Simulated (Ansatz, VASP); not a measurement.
# Two plane-wave programs on Te

```
Te
1.0
     5.46208    0.00000    0.00000
    -2.73104    4.73030    0.00000
     0.00000    0.00000    3.34826
Te
3
Direct
  0.00000 0.00000 0.00000
  0.33333 0.66667 0.50000
  0.66667 0.33333 0.50000
```

Alike in both runs: task relaxation of cell and atoms; functional PBE; k mesh 7 × 7 × 9; occupations fermi-dirac, width 0.1 eV; no spin polarisation.

|  | VASP | Ansatz |
| --- | --- | --- |
| version | VASP 6.6.1 | Ansatz 0.2.0 |
| potentials or method | VASP PAW PBE potentials, release 64 (Te), cutoff 600 eV | plane waves (420 eV) with PAW, scalar-relativistic |
| valence electrons in the cell | 18 | 48 |

VASP gave:

| Quantity | Value |
| --- | --- |
| relaxed volume (Å³/atom) | 28.99 |
| relaxed cell length with the largest relative difference (Å) | 5.537 |

**Question.** Estimate Ansatz's values.

**Answer.** Relaxed volume (Å³/atom): 29.06; relaxed cell length with the largest relative difference (Å): 5.545.

VASP's potentials hold 18 valence electrons a cell and Ansatz's 48, so a difference there can come from the potentials and not from the codes.

Neither program's run includes spin-orbit coupling.
